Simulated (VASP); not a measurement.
Runs of VASP 6.6.1 on Au. The structure is that of space group I4/mmm (No. 139), or close to it. The cells are those of the table. 

```tsv
cell	further INCAR settings	gap on the mesh (eV)	pressure (GPa)
a = 2.908 Å, angles 103.5, 103.5, 122.2°, 1 atom	ALGO = Fast; EDIFF = 1e-06; NBANDS = 12	none	-7.4
a = 2.875 Å, angles 107.3, 107.3, 113.9°, 1 atom	ALGO = Fast; EDIFF = 1e-06; NBANDS = 12	none	-9.5
a = 2.917 Å, angles 117.3, 117.3, 94.8°, 1 atom	ALGO = Fast; EDIFF = 1e-07; NBANDS = 12	none	-9.7
a = 2.876 Å, angles 112.1, 112.1, 104.2°, 1 atom	ALGO = Fast; EDIFF = 1e-06; NBANDS = 12	none	-9.5
a = 2.941 Å, angles 101.5, 101.5, 126.9°, 1 atom	ALGO = Fast; EDIFF = 1e-07; NBANDS = 12	none	(b)
a = 2.893 Å, angles 114.7, 114.7, 99.4°, 1 atom	ALGO = Fast; EDIFF = 1e-07; NBANDS = 12	none	-9.6
a = 2.978 Å, angles 100.0, 100.0, 130.6°, 1 atom	ALGO = Fast; EDIFF = 1e-06; NBANDS = 12	none	(a)
a = 2.887 Å, angles 105.4, 105.4, 118.0°, 1 atom	ALGO = Fast; EDIFF = 1e-07; NBANDS = 12	none	-9.0
```

Alike in all rows: task single point; level PBEsol; potentials or basis VASP PAW PBE potentials, release 64 (Au); no spin polarisation; k mesh 22 × 22 × 22; cutoff (eV) 520; smearing gaussian 0.15 eV.

Task: Estimate the missing entries.

Result: (a) 6.8; (b) -2.4.

Caveats: the PAW data sets were made with another functional, which shifts forces and pressure a little; spin-orbit coupling is left out, which moves the levels of the heavy elements; the cell stands under tension (at least some runs); the stress differs along the axes, from -9 to 10 GPa (at least some runs); the stress differs along the axes, from -10 to 41 GPa (at least some runs).

A k mesh can miss the band edges, and the runs leave out spin-orbit coupling on Au.

A gap of «none» marks levels without a gap at the run's occupations.
